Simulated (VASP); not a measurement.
# Br (Pm-3m) in VASP: a series of runs

Br is run at these levels: LDA; tasks: single point.

Everything below comes from runs of VASP 6.6.1. Logs are shortened: lines on timing, memory, paths and dates and some standing lists are left out, and cuts for length are marked.

## Step 1: The cell of the first run

Symmetry: Pm-3m, No. 221, cubic system. The conventional cell has a = 2.748 Å, b = 2.748 Å, c = 2.748 Å, α = 90.00°, β = 90.00°, γ = 90.00°. Br (site symmetry m-3m) has 6 Br at 2.75 Å within 3.6 Å.

## Step 2: Single point, LDA (volume scaled by 0.78)

The input, INCAR:

```
SYSTEM = Br
  PREC = Accurate
  ENCUT = 520
  EDIFF = 1E-6
  ISMEAR = -1
  SIGMA = 0.1
  LREAL = .FALSE.
  LASPH = .TRUE.
  NELM = 100
  ALGO = Normal
  ISIF = 2
  LWAVE = .FALSE.
  LCHARG = .FALSE.
  NBANDS = 10
```

The input, KPOINTS:

```
Automatic mesh
0
G
  12 12 12
  0 0 0
```

The input, POSCAR:

```
Br
1.0
    2.7482800887      0.0000000000      0.0000000000
    0.0000000000      2.7482800887      0.0000000000
    0.0000000000      0.0000000000      2.7482800887
Br
1
Direct
    0.0000000000      0.0000000000      0.0000000000
```

Potentials or basis: VASP PAW LDA potentials, release 64 (Br).

Run with:

```bash
$ cat potpaw_LDA.64/Br/POTCAR > POTCAR
$ mpirun -np 1 vasp_std > vasp.out
```

OUTCAR:

```text
SYSTEM = Br
   PREC = Accurate
   ENCUT = 520
   EDIFF = 1E-6
   ISMEAR = -1
   LREAL = .FALSE.
   LASPH = .TRUE.
   NELM = 100
   ISIF = 2

 ion  position               nearest neighbor table
   1  0.000  0.000  0.000-

  LATTYP: Found a simple cubic cell.
 ALAT       =     2.7482800887

  Lattice vectors:

 A1 = (   2.7482800887,   0.0000000000,   0.0000000000)
 A2 = (   0.0000000000,   2.7482800887,   0.0000000000)
 A3 = (   0.0000000000,   0.0000000000,   2.7482800887)

Analysis of symmetry for initial positions (statically):
=====================================================================
 Subroutine PRICEL returns:
 Original cell was already a primitive cell.

 Routine SETGRP: Setting up the symmetry group for a
 simple cubic supercell.

 Subroutine GETGRP returns: Found 48 space group operations
 (whereof 48 operations were pure point group operations)
 out of a pool of 48 trial point group operations.

The static configuration has the point symmetry O_h .

Analysis of symmetry for dynamics (positions and initial velocities):
=====================================================================
 Subroutine PRICEL returns:
 Original cell was already a primitive cell.

 Routine SETGRP: Setting up the symmetry group for a
 simple cubic supercell.

 Subroutine GETGRP returns: Found 48 space group operations
 (whereof 48 operations were pure point group operations)
 out of a pool of 48 trial point group operations.

The dynamic configuration has the point symmetry O_h .

 Subroutine INISYM returns: Found 48 space group operations
 (whereof 48 operations are pure point group operations),
 and found     1 'primitive' translations

----------------------------------------------------------------------------------------

                                     Primitive cell

  volume of cell :      20.7579

  direct lattice vectors                    reciprocal lattice vectors
     2.748280089  0.000000000  0.000000000     0.363863932  0.000000000  0.000000000
     0.000000000  2.748280089  0.000000000     0.000000000  0.363863932  0.000000000
     0.000000000  0.000000000  2.748280089     0.000000000  0.000000000  0.363863932

  length of vectors
     2.748280089  2.748280089  2.748280089     0.363863932  0.363863932  0.363863932

  position of ions in fractional coordinates (direct lattice)
     0.000000000  0.000000000  0.000000000

  ion indices of the primitive-cell ions
   primitive index   ion index
                 1           1

----------------------------------------------------------------------------------------

 KPOINTS: Automatic mesh

Automatic generation of k-mesh.
 Grid dimensions read from file:
 generate k-points for:   12   12   12

 Generating k-lattice:

  Cartesian coordinates                     Fractional coordinates (reciprocal lattice)
     0.030321994  0.000000000  0.000000000     0.083333333  0.000000000  0.000000000
     0.000000000  0.030321994  0.000000000     0.000000000  0.083333333  0.000000000
     0.000000000  0.000000000  0.030321994     0.000000000  0.000000000  0.083333333

  Length of vectors
     0.030321994  0.030321994  0.030321994

  Shift w.r.t. Gamma in fractional coordinates (k-lattice)
     0.000000000  0.000000000  0.000000000

 Subroutine IBZKPT returns following result:
 ===========================================

 Found     84 irreducible k-points:

 Following reciprocal coordinates:
            Coordinates               Weight
  0.000000  0.000000  0.000000      1.000000
  0.083333  0.000000  0.000000      6.000000
  0.166667  0.000000  0.000000      6.000000
  0.250000  0.000000  0.000000      6.000000
  0.333333  0.000000  0.000000      6.000000
  0.416667  0.000000  0.000000      6.000000
[... 16 lines left out ...]
  0.333333  0.333333  0.000000     12.000000
  0.416667  0.333333  0.000000     24.000000
 [... further k-points ...]
   k-points           NKPTS =     84   k-points in BZ     NKDIM =     84   number of bands    NBANDS=     10
   number of dos      NEDOS =    301   number of ions     NIONS =      1
   total plane-waves  NPLWV =   8000
   dimension x,y,z NGX =    20 NGY =   20 NGZ =   20
   dimension x,y,z NGXF=    40 NGYF=   40 NGZF=   40
   ions per type =               1
   NGX,Y,Z   is equivalent  to a cutoff of  12.10, 12.10, 12.10 a.u.
   NGXF,Y,Z  is equivalent  to a cutoff of  24.20, 24.20, 24.20 a.u.
 SYSTEM =  Br
   PREC   = accura    normal or accurate (medium, high low for compatibility)
   ISTART =      0    job   : 0-new  1-cont  2-samecut
   ICHARG =      2    charge: 1-file 2-atom 10-const
   ISPIN  =      1    spin polarized calculation?
   LNONCOLLINEAR =      F non collinear calculations
   LSORBIT =      F    spin-orbit coupling
   LASPH  =      T    aspherical Exc in radial PAW
   ENCUT  =  520.0 eV  38.22 Ry    6.18 a.u.   5.11  5.11  5.11*2*pi/ulx,y,z
   NELM   =    100;   NELMIN=  2; NELMDL= -5     # of ELM steps
   EDIFF  = 0.1E-05   stopping-criterion for ELM
   LREAL  =      F    real-space projection
   EDIFFG = 0.1E-04   stopping-criterion for IOM
   NSW    =      0    number of steps for IOM
   IBRION =     -1    ionic relax: 0-MD 1-quasi-New 2-CG
   NFREE  =      0    steps in history (QN), initial steepest desc. (CG)
   ISIF   =      2    stress and relaxation
   ISYM   =      2    0-nonsym 1-usesym 2-fastsym
   POTIM  = 0.5000    time-step for ionic-motion
   TEBEG  =    0.0;   TEEND  =   0.0 temperature during run
   PSTRESS=    0.0 pullay stress
   NELECT =       7.0000    total number of electrons
   NUPDOWN=      -1.0000    fix difference up-down
   EMIN   =  10.00;   EMAX   =-10.00  energy-range for DOS
   EFERMI =   0.00;   METHOD = LEGACY
   ISMEAR =    -1;   SIGMA  =   0.10  broadening in eV -4-tet -1-fermi 0-gaus
   EFERMI_NEDOS =   21; number of points for ismear=-14 and -15
   IALGO  =     38    algorithm
   IMIX   =      4    mixing-type and parameters
     AMIX     =   0.40;   BMIX     =  1.00
     AMIX_MAG =   1.60;   BMIX_MAG =  1.00
  volume/ion in A,a.u.               =      20.76       140.08
  Fermi-wavevector in a.u.,A,eV,Ry     =   1.139497  2.153337 17.666531  1.298453
  Thomas-Fermi vector in A             =   2.276200
   LORBIT       =      0    0 simple, 1 ext, 2 COOP (PROOUT), +10 PAW based schemes
   GGA     = CA    functional components
   LHFCALC =     F    Hartree Fock is set to
   AEXX    =    0.0000 exact exchange contribution
   IVDW    =     0    specifies the selected vdW correction
   LEPSILON=     F    determine dielectric tensor
   LRPA    =     F    only Hartree local field effects (RPA)
 non-spin polarized calculation
  energy-cutoff  :      520.00
  volume of cell :       20.76
 maximum number of plane-waves:       587
   NGX = 11   NGY = 11   NGZ = 11

 number of electron       7.0000005 magnetization

 Free energy of the ion-electron system (eV)
  ---------------------------------------------------
  ext. energy  EPLUGINS =         0.00000000
  ---------------------------------------------------
  free energy    TOTEN  =        -1.50014124 eV

  energy without entropy =       -1.47527664  energy(sigma->0) =       -1.48770894

 E-fermi :   5.6720     XC(G=0): -10.5831

 val. band max:        5.6593984206   @ k =   0.2500   0.2500   0.0833
 cond. band min:       5.7035264525   @ k =   0.3333   0.1667   0.0833
 fundamental gap:      0.0441280319
 Fermi energy:         5.6720207648

 k-point     1 :       0.0000    0.0000    0.0000
  band No.  band energies     occupation
      1     -13.0111      2.00000
      2       5.3612      1.91448
      3       5.3612      1.91448
      4       5.3612      1.91448
      5      12.5934      0.00000
      6      13.2347      0.00000
      7      13.2347      0.00000
      8      27.9249      0.00000
      9      27.9249      0.00000
     10      27.9249      0.00000

 k-point     2 :       0.0833    0.0000    0.0000
  band No.  band energies     occupation
      1     -12.9157      2.00000
      2       4.4233      1.99999
      3       5.4329      1.83228
      4       5.4329      1.83228
      5      12.8581      0.00000
      6      13.3377      0.00000
      7      14.2480      0.00000
      8      26.2691      0.00000
      9      26.2691      0.00000
     10      28.0017      0.00000

 k-point     3 :       0.1667    0.0000    0.0000
  band No.  band energies     occupation
      1     -12.6393      2.00000
      2       2.5312      2.00000
      3       5.6366      1.17533
      4       5.6366      1.17533
      5      13.2696      0.00000
      6      13.6379      0.00000
      7      16.6746      0.00000
      8      24.0714      0.00000
      9      24.0714      0.00000
     10      26.7762      0.00000

 k-point     4 :       0.2500    0.0000    0.0000
  band No.  band energies     occupation
      1     -12.2157      2.00000
      2       0.5755      2.00000
      3       5.9355      0.13383
      4       5.9355      0.13383
      5      13.8928      0.00000
      6      14.1060      0.00000
      7      19.0990      0.00000
      8      22.1245      0.00000
      9      22.1245      0.00000
     10      25.5404      0.00000

 k-point     5 :       0.3333    0.0000    0.0000
  band No.  band energies     occupation
      1     -11.7182      2.00000
      2      -1.0962      2.00000
      3       6.2636      0.00538
      4       6.2636      0.00538
      5      14.6720      0.00000
      6      14.7396      0.00000
      7      19.7328      0.00000
      8      20.5905      0.00000
      9      20.5905      0.00000
     10      24.3829      0.00000

 k-point     6 :       0.4167    0.0000    0.0000
  band No.  band energies     occupation
      1     -11.2843      2.00000
      2      -2.2566      2.00000
      3       6.5268      0.00039
      4       6.5268      0.00039
      5      15.1878      0.00000
      6      15.7677      0.00000
      7      18.7292      0.00000
      8      19.5954      0.00000
      9      19.5954      0.00000
     10      23.0763      0.00000

 k-point     7 :       0.5000    0.0000    0.0000
  band No.  band energies     occupation
      1     -11.1044      2.00000
      2      -2.6816      2.00000
      3       6.6289      0.00014
      4       6.6289      0.00014
      5      15.4103      0.00000
      6      16.5586      0.00000
      7      17.8461      0.00000
      8      19.2481      0.00000
      9      19.2481      0.00000
     10      22.5900      0.00000

 k-point     8 :       0.0833    0.0833    0.0000
  band No.  band energies     occupation
      1     -12.8204      2.00000
      2       4.4859      1.99999
      3       4.5167      1.99998
      4       5.5044      1.68483
      5      13.1460      0.00000
      6      14.1355      0.00000
      7      14.5176      0.00000
      8      24.7724      0.00000
      9      25.9736      0.00000
     10      26.8983      0.00000

 k-point     9 :       0.1667    0.0833    0.0000
  band No.  band energies     occupation
      1     -12.5442      2.00000
      2       2.6164      2.00000
      3       4.7242      1.99985
      4       5.7073      0.82554
      5      13.5196      0.00000
      6      14.5749      0.00000
      7      16.7533      0.00000
      8      22.6827      0.00000
      9      24.1186      0.00000
     10      26.8346      0.00000
[... 118 lines left out ...]
 k-point    19 :       0.2500    0.2500    0.0000
  band No.  band energies     occupation
      1     -11.4259      2.00000
      2       1.2872      2.00000
      3       1.3418      2.00000
      4       6.4894      0.00056
      5      14.2023      0.00000
      6      15.5770      0.00000
      7      20.9119      0.00000
      8      21.2494      0.00000
      9      22.4582      0.00000
     10      23.5744      0.00000

 k-point    20 :       0.3333    0.2500    0.0000
  band No.  band energies     occupation
      1     -10.9328      2.00000
      2      -0.3332      2.00000
      3       1.7639      2.00000
      4       6.8037      0.00002
      5      13.0283      0.00000
      6      15.9418      0.00000
      7      21.3805      0.00000
      8      21.4955      0.00000
      9      22.4134      0.00000
     10      23.6404      0.00000

 k-point    21 :       0.4167    0.2500    0.0000
  band No.  band energies     occupation
      1     -10.5031      2.00000
      2      -1.4791      2.00000
      3       2.1447      2.00000
      4       7.0545      0.00000
      5      12.0202      0.00000
      6      16.5843      0.00000
      7      20.4555      0.00000
      8      21.5025      0.00000
      9      22.1346      0.00000
     10      24.0297      0.00000

 k-point    22 :       0.5000    0.2500    0.0000
  band No.  band energies     occupation
      1     -10.3253      2.00000
      2      -1.8990      2.00000
      3       2.2989      2.00000
      4       7.1514      0.00000
      5      11.6441      0.00000
      6      16.9145      0.00000
      7      20.1248      0.00000
      8      21.1274      0.00000
      9      22.2137      0.00000
     10      24.2053      0.00000

 k-point    23 :       0.3333    0.3333    0.0000
  band No.  band energies     occupation
      1     -10.4426      2.00000
      2       0.1168      2.00000
      3       0.1530      2.00000
      4       7.1088      0.00000
      5      11.4246      0.00000
      6      16.5819      0.00000
      7      21.6497      0.00000
      8      22.4043      0.00000
      9      22.7341      0.00000
     10      23.2141      0.00000

 k-point    24 :       0.4167    0.3333    0.0000
  band No.  band energies     occupation
      1     -10.0162      2.00000
      2      -1.0004      2.00000
      3       0.5349      2.00000
      4       7.3512      0.00000
      5      10.3053      0.00000
      6      17.2654      0.00000
      7      21.0091      0.00000
      8      22.2913      0.00000
      9      22.5534      0.00000
     10      23.5445      0.00000

 [... further k-points ...]
[... 5 lines left out ...]
  --------------------------------------------------------------------------------------
  -------------------------------------------------------------------------------------
  Total        2.7296336      2.7296336      2.7296336      0.0000000     -0.0000000      0.0000000
  in kB      210.6841978    210.6841978    210.6841978      0.0000000     -0.0000000      0.0000000
  external PRESSURE =     210.6841978 kB  Pullay stress =       0.0000000 kB

 VOLUME and BASIS-vectors are now :
 -----------------------------------------------------------------------------
  energy-cutoff  :      520.00
  volume of cell :       20.76
      direct lattice vectors                 reciprocal lattice vectors
     2.748280089  0.000000000  0.000000000     0.363863932  0.000000000  0.000000000
     0.000000000  2.748280089  0.000000000     0.000000000  0.363863932  0.000000000
     0.000000000  0.000000000  2.748280089     0.000000000  0.000000000  0.363863932

 POSITION                                       TOTAL-FORCE (eV/Angst)
 -----------------------------------------------------------------------------------
      0.00000      0.00000      0.00000         0.000000      0.000000      0.000000
 -----------------------------------------------------------------------------------
    total drift:                               -0.000000     -0.000000      0.000000

  FREE ENERGIE OF THE ION-ELECTRON SYSTEM (eV)
  ---------------------------------------------------
  free  energy   TOTEN  =        -1.5001412350 eV

  energy  without entropy=       -1.4752766393  energy(sigma->0) =       -1.48770894
```

Wall time 6.1 s (1 thread of Intel Xeon Platinum 8488C (Sapphire Rapids), shared host); peak memory 0.12 GiB.

Results:

* Free energy: -1.5001 eV
* Pressure: 21.1 GPa

Caveat: an odd number of electrons without spin polarisation forces a metal; a magnetic or distorted state may lie lower.

[end of part 1 of 2]
